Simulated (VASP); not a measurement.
# Al (P2_1/m) in VASP: further runs, part 2 of 2

VASP 6.6.1. The steps go on from the part before.

## 4. Single point, PBE+D3(BJ) (atom 1 (Al) moved by (-0.600, +0.300) A along x and y)

Contents of INCAR:

```
  PREC = Accurate
  ENCUT = 520
  EDIFF = 1E-6
  ISMEAR = 0
  SIGMA = 0.15
  LREAL = False
  LASPH = True
  NELM = 100
  ALGO = Fast
  ISIF = 2
  LWAVE = False
  LCHARG = False
  GGA = PE
  IVDW = 12
  NBANDS = 10
```

Contents of KPOINTS:

```
regular mesh
0
Gamma
  18 18 10
```

Contents of POSCAR:

```
Al
1.0
    2.8124553515      0.0000000000      0.0000000000
   -1.4062276757      2.4356577814      0.0000000000
    0.0000000000      0.0000000000      4.8668500000
Al
2
Direct
    0.5149149530      0.4565033461      0.7500000000
    0.3333333333      0.6666666667      0.2500000000
```

Potentials or basis: VASP PAW PBE potentials, release 64 (Al).

The run is started by

```
> cat potpaw_PBE.64/Al/POTCAR > POTCAR
> mpirun -np 1 vasp_std > vasp.out
```

OUTCAR:

```text
PREC = Accurate
   ENCUT = 520
   EDIFF = 1E-6
   ISMEAR = 0
   LREAL = False
   LASPH = True
   NELM = 100
   ISIF = 2
   GGA = PE
   IVDW = 12
 IVDW          = 12

 ion  position               nearest neighbor table
   1  0.515  0.457  0.750-   2 2.61   2 2.61   2 3.16   2 3.16   2 3.20   2 3.20
   2  0.333  0.667  0.250-   1 2.61   1 2.61   1 3.16   1 3.16   1 3.20   1 3.20

  LATTYP: Found a hexagonal cell.
 ALAT       =     2.8124553515
 C/A-ratio  =     1.7304630267

  Lattice vectors:

 A1 = (   2.8124553515,   0.0000000000,   0.0000000000)
 A2 = (  -1.4062276757,   2.4356577814,   0.0000000000)
 A3 = (   0.0000000000,   0.0000000000,   4.8668500000)

Analysis of symmetry for initial positions (statically):
=====================================================================
 Subroutine PRICEL returns:
 Original cell was already a primitive cell.

 Routine SETGRP: Setting up the symmetry group for a
 hexagonal supercell.

 Subroutine GETGRP returns: Found  4 space group operations
 (whereof  1 operations were pure point group operations)
 out of a pool of 24 trial point group operations.

The static configuration has the point symmetry C_1 .
 The point group associated with its full space group is C_2h.

Analysis of symmetry for dynamics (positions and initial velocities):
=====================================================================
 Subroutine PRICEL returns:
 Original cell was already a primitive cell.

 Routine SETGRP: Setting up the symmetry group for a
 hexagonal supercell.

 Subroutine GETGRP returns: Found  4 space group operations
 (whereof  1 operations were pure point group operations)
 out of a pool of 24 trial point group operations.

The dynamic configuration has the point symmetry C_1 .
 The point group associated with its full space group is C_2h.

 Subroutine INISYM returns: Found  4 space group operations
 (whereof  1 operations are pure point group operations),
 and found     1 'primitive' translations

----------------------------------------------------------------------------------------

                                     Primitive cell

  volume of cell :      33.3388

  direct lattice vectors                    reciprocal lattice vectors
     2.812455352  0.000000000  0.000000000     0.355561200  0.205283355  0.000000000
    -1.406227676  2.435657781  0.000000000     0.000000000  0.410566709  0.000000000
     0.000000000  0.000000000  4.866850000     0.000000000  0.000000000  0.205471712

  length of vectors
     2.812455352  2.812455351  4.866850000     0.410566709  0.410566709  0.205471712

  position of ions in fractional coordinates (direct lattice)
     0.514914953  0.456503346  0.750000000
     0.333333333  0.666666667  0.250000000

  ion indices of the primitive-cell ions
   primitive index   ion index
                 1           1
                 2           2

----------------------------------------------------------------------------------------

 KPOINTS: regular mesh

Automatic generation of k-mesh.
 Grid dimensions read from file:
 generate k-points for:   18   18   10

 Generating k-lattice:

  Cartesian coordinates                     Fractional coordinates (reciprocal lattice)
[... 40 lines left out ...]
  0.000000  0.444444  0.000000      2.000000
 [... further k-points ...]
   k-points           NKPTS =    984   k-points in BZ     NKDIM =    984   number of bands    NBANDS=     10
   number of dos      NEDOS =    301   number of ions     NIONS =      2
   total plane-waves  NPLWV =  20736
   dimension x,y,z NGX =    24 NGY =   24 NGZ =   36
   dimension x,y,z NGXF=    48 NGYF=   48 NGZF=   72
   ions per type =               2
   NGX,Y,Z   is equivalent  to a cutoff of  14.19, 14.19, 12.30 a.u.
   NGXF,Y,Z  is equivalent  to a cutoff of  28.37, 28.37, 24.59 a.u.
 SYSTEM =  unknown system
   PREC   = accura    normal or accurate (medium, high low for compatibility)
   ISTART =      0    job   : 0-new  1-cont  2-samecut
   ICHARG =      2    charge: 1-file 2-atom 10-const
   ISPIN  =      1    spin polarized calculation?
   LNONCOLLINEAR =      F non collinear calculations
   LSORBIT =      F    spin-orbit coupling
   LASPH  =      T    aspherical Exc in radial PAW
   ENCUT  =  520.0 eV  38.22 Ry    6.18 a.u.   5.23  5.23  9.05*2*pi/ulx,y,z
   NELM   =    100;   NELMIN=  2; NELMDL= -5     # of ELM steps
   EDIFF  = 0.1E-05   stopping-criterion for ELM
   LREAL  =      F    real-space projection
   EDIFFG = 0.1E-04   stopping-criterion for IOM
   NSW    =      0    number of steps for IOM
   IBRION =     -1    ionic relax: 0-MD 1-quasi-New 2-CG
   NFREE  =      0    steps in history (QN), initial steepest desc. (CG)
   ISIF   =      2    stress and relaxation
   ISYM   =      2    0-nonsym 1-usesym 2-fastsym
   POTIM  = 0.5000    time-step for ionic-motion
   TEBEG  =    0.0;   TEEND  =   0.0 temperature during run
   PSTRESS=    0.0 pullay stress
   NELECT =       6.0000    total number of electrons
   NUPDOWN=      -1.0000    fix difference up-down
   EMIN   =  10.00;   EMAX   =-10.00  energy-range for DOS
   EFERMI =   0.00;   METHOD = LEGACY
   ISMEAR =     0;   SIGMA  =   0.15  broadening in eV -4-tet -1-fermi 0-gaus
   EFERMI_NEDOS =   21; number of points for ismear=-14 and -15
   IALGO  =     68    algorithm
   IMIX   =      4    mixing-type and parameters
     AMIX     =   0.40;   BMIX     =  1.00
     AMIX_MAG =   1.60;   BMIX_MAG =  1.00
  volume/ion in A,a.u.               =      16.67       112.49
  Fermi-wavevector in a.u.,A,eV,Ry     =   0.924291  1.746656 11.623640  0.854313
  Thomas-Fermi vector in A             =   2.050021
   LORBIT       =      0    0 simple, 1 ext, 2 COOP (PROOUT), +10 PAW based schemes
   GGA     = PE    functional components
   LHFCALC =     F    Hartree Fock is set to
   AEXX    =    0.0000 exact exchange contribution
   IVDW    =    12    specifies the selected vdW correction
   LEPSILON=     F    determine dielectric tensor
   LRPA    =     F    only Hartree local field effects (RPA)
 non-spin polarized calculation
 RMM-DIIS sequential band-by-band and
 Gauss-broadening in eV      SIGMA  =   0.15
  energy-cutoff  :      520.00
  volume of cell :       33.34
 maximum number of plane-waves:       920
 NGX is ok and might be reduce to    24
   NGX = 11   NGY = 11   NGZ = 19

 number of electron       6.0000000 magnetization

 Free energy of the ion-electron system (eV)
  ---------------------------------------------------
  ext. energy  EPLUGINS =         0.00000000
  ---------------------------------------------------
  free energy    TOTEN  =        -7.19853528 eV

  energy without entropy =       -7.18916251  energy(sigma->0) =       -7.19384889

 E-fermi :   7.7885     XC(G=0): -10.1487

 val. band max:        7.7850422624   @ k =   0.2778   0.1111   0.0000
 cond. band min:       7.7966976183   @ k =   0.1111   0.2778  -0.2000
 fundamental gap:      0.0116553558
 Fermi energy:         7.7884903075

 k-point     1 :       0.0000    0.0000    0.0000
  band No.  band energies     occupation
      1      -3.1883      2.00000
      2       2.8236      2.00000
      3       3.0082      2.00000
      4      17.7608      0.00000
      5      19.3843      0.00000
      6      19.4987      0.00000
      7      19.9493      0.00000
      8      20.3358      0.00000
      9      20.4973      0.00000
     10      21.1633      0.00000
[... 287 lines left out ...]
 k-point    24 :       0.0000    0.4444    0.0000
  band No.  band energies     occupation
      1       1.6481      2.00000
      2       4.2875      2.00000
      3       7.4343      1.99916
      4       7.5105      1.99122
      5      10.3015      0.00000
      6      10.4812      0.00000
      7      14.3881      0.00000
      8      15.1100      0.00000
      9      20.1445      0.00000
     10      20.6202      0.00000

 [... further k-points ...]

------------------------ aborting loop because EDIFF is reached ----------------------------------------

 Edisp (eV)   -0.66624

 E8    (eV) :    -0.2980

  FORCE on cell =-STRESS in cart. coord.  units (eV):
  Direction    XX          YY          ZZ          XY          YZ          ZX
  --------------------------------------------------------------------------------------
  -------------------------------------------------------------------------------------
  Total      -0.32849    -0.35265     1.11332    -0.01972     0.00000     0.00000
  in kB     -15.78660   -16.94734    53.50316    -0.94766     0.00000     0.00000
  external pressure =        6.92 kB  Pullay stress =        0.00 kB

 VOLUME and BASIS-vectors are now :
 -----------------------------------------------------------------------------
  energy-cutoff  :      520.00
  volume of cell :       33.34
      direct lattice vectors                 reciprocal lattice vectors
     2.812455352  0.000000000  0.000000000     0.355561200  0.205283355  0.000000000
    -1.406227676  2.435657781  0.000000000     0.000000000  0.410566709  0.000000000
     0.000000000  0.000000000  4.866850000     0.000000000  0.000000000  0.205471712

 POSITION                                       TOTAL-FORCE (eV/Angst)
 -----------------------------------------------------------------------------------
      0.80623      1.11189      3.65014         0.574589     -0.358696     -0.000000
     -0.00000      1.62377      1.21671        -0.574589      0.358696      0.000000
 -----------------------------------------------------------------------------------
    total drift:                                0.000000     -0.000000     -0.000000

  FREE ENERGIE OF THE ION-ELECTRON SYSTEM (eV)
  ---------------------------------------------------
  free  energy   TOTEN  =        -7.8647754586 eV

  energy  without entropy=       -7.8554026900  energy(sigma->0) =       -7.86008907
```

OSZICAR:

```text
N       E                     dE             d eps       ncg     rms          rms(c)
DAV:   1    -0.184825410800E-01   -0.18483E-01   -0.23032E+03 19688   0.472E+02
DAV:   2    -0.708261671488E+01   -0.70641E+01   -0.68311E+01 25540   0.536E+01
DAV:   3    -0.723916394474E+01   -0.15655E+00   -0.15492E+00 25800   0.651E+00
DAV:   4    -0.723986601342E+01   -0.70207E-03   -0.70199E-03 23018   0.487E-01
DAV:   5    -0.723987232637E+01   -0.63129E-05   -0.63126E-05 23378   0.478E-02    0.181E+00
RMM:   6    -0.721546978913E+01    0.24403E-01   -0.25273E-03 19903   0.285E-01    0.106E+00
RMM:   7    -0.719855028925E+01    0.16919E-01   -0.72912E-03 20556   0.471E-01    0.136E-01
RMM:   8    -0.719853346738E+01    0.16822E-04   -0.42678E-04 21767   0.134E-01    0.169E-02
RMM:   9    -0.719853724209E+01   -0.37747E-05   -0.50930E-05 22726   0.516E-02    0.168E-02
RMM:  10    -0.719853740956E+01   -0.16747E-06   -0.10930E-05 22963   0.230E-02    0.501E-03
RMM:  11    -0.719853533916E+01    0.20704E-05   -0.21317E-06 21593   0.892E-03    0.706E-03
RMM:  12    -0.719853527917E+01    0.59985E-07   -0.56033E-07 15072   0.556E-03
   1 F= -.78647755E+01 E0= -.78600891E+01  d E =-.937277E-02
```

Wall time 2.5 min (1 thread of Intel Xeon 6975P-C, shared host); peak memory 0.38 GiB.

Results:

```
Free energy                : -7.8648 eV
Pressure                   : 0.7 GPa
Largest force              : 0.677 eV/Å
Band gap on the k mesh     : zero (band 3 reaches 11.21 eV, above the bottom of band 4 at 4.64 eV)
Dispersion energy per atom : -0.333 eV
```

Forces in eV/Å, atoms in the order of the input:
```
Al   0.575 -0.359  0.000
Al  -0.575  0.359  0.000
```

Stress tensor (GPa, compression positive):
```
-1.58 -0.09  0.00
-0.09 -1.69  0.00
 0.00  0.00  5.35
```

Caveat: the cell differs from its parent crystal (atom 1 (Al) moved by (-0.600, +0.300) A along x and y); pairwise dispersion overbinds metals, which lowers pressure and volume.
